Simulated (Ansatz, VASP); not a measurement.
## Two plane-wave programs on Si4W

```
Si W
1.0
    -2.81236    2.81236    2.81236
     2.81236   -2.81236    2.81236
     2.81236    2.81236   -2.81236
Si W
4 1
Direct
  0.49999 0.49999 0.49999
  0.00000 0.00000 0.50001
  0.00000 0.50001 0.00000
  0.50001 0.00000 0.00000
  0.00000 0.00000 0.00000
```

Alike in both runs: functional PBE; k mesh 4 × 4 × 4; occupations gaussian, width 0.2 eV; no spin polarisation.

Ansatz relaxed the structure, and its values are those at the end. VASP's run is a single point on that final structure, the one shown.

```csv
,VASP,Ansatz
version,VASP 6.6.1,Ansatz 0.2.0
potentials or method,"VASP PAW PBE potentials, release 64 (Si, W_sv), cutoff 500 eV","scalar-relativistic, plane waves, PAW"
valence electrons in the cell,30,30
```

|  | VASP | Ansatz | Ansatz less VASP |
| --- | --- | --- | --- |
| gap on the k mesh at the Fermi level (eV) | none | none | - |
| pressure (GPa) | 0.2 | 0.2 | +0.01 |

A gap of «none» marks a metal or a gap that the smearing closes.

The k mesh is coarse, so the values compare programs but aren't converged. Spin-orbit coupling is off throughout.
